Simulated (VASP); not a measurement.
A run of VASP 6.6.1:

The input INCAR:

```
SYSTEM = HfOs
PREC = Accurate ; ENCUT = 520
EDIFF = 1E-7 ; ISMEAR = -1
SIGMA = 0.05 ; LREAL = .False.
LASPH = .True. ; NELM = 80
ALGO = Normal ; ISIF = 2
LWAVE = .False. ; LCHARG = .True.
LELF = .True. ; LVHAR = .True.
NBANDS = 16
```

KPOINTS

```
Automatic mesh
0
Gamma
  7 7 7
  0 0 0
```

The input POSCAR:

```
HfOs
1.0
    3.2025154450      0.0000000000      0.0000000000
    0.0000000000      3.2025154450      0.0000000000
    0.0000000000      0.0000000000      3.2025154450
Hf Os
1 1
Direct
    0.0000000000      0.0000000000      0.0000000000
    0.5000000000      0.5000000000      0.5000000000
```

Potentials or basis: VASP PAW LDA potentials, release 64 (Hf_pv, Os).

Run with:

```bash
$ cat potpaw_LDA.64/Hf_pv/POTCAR potpaw_LDA.64/Os/POTCAR > POTCAR
$ mpirun -np 1 vasp_std > vasp.out
```

Hardware: 1 thread of Intel Xeon 6975P-C (shared host).

Task: Estimate the wall time of this run.

Result: Wall time 5.5 s on 1 thread of Intel Xeon 6975P-C, with other jobs on the host, peak memory 0.13 GiB. Counts: scf iterations 13, k points 20.
